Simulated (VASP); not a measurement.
A run of VASP 6.6.1:

The input INCAR:

```
ALGO     = Normal         # electronic algorithm
EDIFF    = 1E-6           # SCF threshold, eV
ENCUT    = 520            # plane-wave cutoff, eV
GGA      = PE             # functional
ISIF     = 2              # what is computed and relaxed
ISMEAR   = 0              # smearing method
ISPIN    = 2              # spin polarisation
LASPH    = True           # aspherical terms in the spheres
LCHARG   = False          # write CHGCAR
LMAXMIX  = 4              # l up to which the mixer works
LORBIT   = 11             # projections on sites
LREAL    = False          # projectors in reciprocal space
LWAVE    = False          # write WAVECAR
MAGMOM   = 1.5            # initial moments
NBANDS   = 14             # bands
NELM     = 150            # most SCF steps
PREC     = Accurate       # precision mode
SIGMA    = 0.05           # smearing width, eV
```

Contents of KPOINTS:

```
k-points
0
Gamma
  1 1 26
```

The input POSCAR:

```
Re
1.0
    9.0000000000      0.0000000000      0.0000000000
    0.0000000000      9.3000000000      0.0000000000
    0.0000000000      0.0000000000      2.4800703133
Re
1
Direct
    0.5000000000      0.5000000000      0.0000000000
```

Potentials or basis: VASP PAW PBE potentials, release 64 (Re).

The run is started by

```sh
$ cat potpaw_PBE.64/Re/POTCAR > POTCAR
$ mpirun -np 1 vasp_std > vasp.out
```

Hardware: 1 thread of AMD EPYC 9R45 96-Core Processor (Zen 5), on a shared host.

**Question.** Estimate the wall time of this run.

**Answer.** Wall time 5.5 min on 1 thread of AMD EPYC 9R45 96-Core Processor (Zen 5) (shared host), peak memory 0.35 GiB. Counts: scf iterations 97, k points 14.
